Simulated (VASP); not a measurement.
Set up this calculation in VASP 6.6.1, as the native input.

```yaml
Task: single point
Functional: PBEsol
Potentials_or_basis: VASP PAW PBE potentials, release 64 (Mo_sv)
Cutoff: 520 eV
k_mesh: 16 × 16 × 16
Occupations: fermi-dirac, width 0.08 eV
Spin: non-collinear spin, zero start, spin-orbit coupling
Starting_moments: "[[0.0, 0.0, 0.0]] μB"
Dipole_correction: no
Further_INCAR_settings: ALGO = Normal; EDIFF = 1e-06; NBANDS = 25
```

The structure of Mo lies in POSCAR:

```
Mo
1.0
   -1.5645471441      1.5645471441      1.5645471441
    1.5645471441     -1.5645471441      1.5645471441
    1.5645471441      1.5645471441     -1.5645471441
Mo
1
Direct
    0.0000000000      0.0000000000      0.0000000000
```

One way to write it, as run:

INCAR

```
SYSTEM = Mo
  ALGO = Normal
  EDIFF = 1E-6
  ENCUT = 520
  GGA = PS
  GGA_COMPAT = .FALSE.
  ISIF = 2
  ISMEAR = -1
  LASPH = .TRUE.
  LCHARG = .FALSE.
  LMAXMIX = 4
  LORBIT = 11
  LORBMOM = .TRUE.
  LREAL = .FALSE.
  LSORBIT = .TRUE.
  LWAVE = .FALSE.
  MAGMOM = 0 0 0
  NBANDS = 25
  NELM = 150
  PREC = Accurate
  SIGMA = 0.08
```

KPOINTS

```
k-points
0
G
  16 16 16
  0 0 0
```

Potentials or basis: VASP PAW PBE potentials, release 64 (Mo_sv).

Run with:

```sh
$ cat potpaw_PBE.64/Mo_sv/POTCAR > POTCAR
$ mpirun -np 1 vasp_ncl > vasp.out
```

Results of the run:

The pressure is 0.7 GPa and the net moment is 0.00 μB per cell. The valence electrons inside the program's atomic spheres are Mo 12.55.

Caveat: the PAW data sets were made with another functional, which shifts forces and pressure a little.

Wall time 75 s on 1 thread of Intel(R) Xeon(R) Platinum 8488C (Sapphire Rapids), on a shared host, peak memory 0.21 GiB.
